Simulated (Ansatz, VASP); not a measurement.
**One calculation of ZrO2, two programs**

```
CELL_PARAMETERS angstrom
0.00000 2.55789 2.55789
2.55789 0.00000 2.55789
2.55789 2.55789 0.00000
ATOMIC_POSITIONS crystal
Zr 0.00000 0.00000 0.00000
O 0.25000 0.25000 0.25000
O 0.75000 0.75000 0.75000
```

Alike in both runs: task single point; functional PBE; k mesh 8 × 8 × 8; occupations gaussian, width 0.02 eV; no spin polarisation.

|  | VASP | Ansatz |
| --- | --- | --- |
| version | VASP 6.6.1 | Ansatz 0.2.0 |
| potentials or method | VASP PAW PBE potentials, release 64 (Zr_sv, O), cutoff 600 eV | scalar-relativistic, plane waves, PAW |
| valence electrons in the cell | 24 | 24 |

|  | VASP | Ansatz | Ansatz less VASP |
| --- | --- | --- | --- |
| gap on the k mesh at the Fermi level (eV) | 3.31 | 3.32 | +0.005 |
| least direct gap on the mesh (eV) | 3.74 | 3.75 | +0.004 |
| pressure (GPa) | 0.1 | 0.0 | -0.07 |
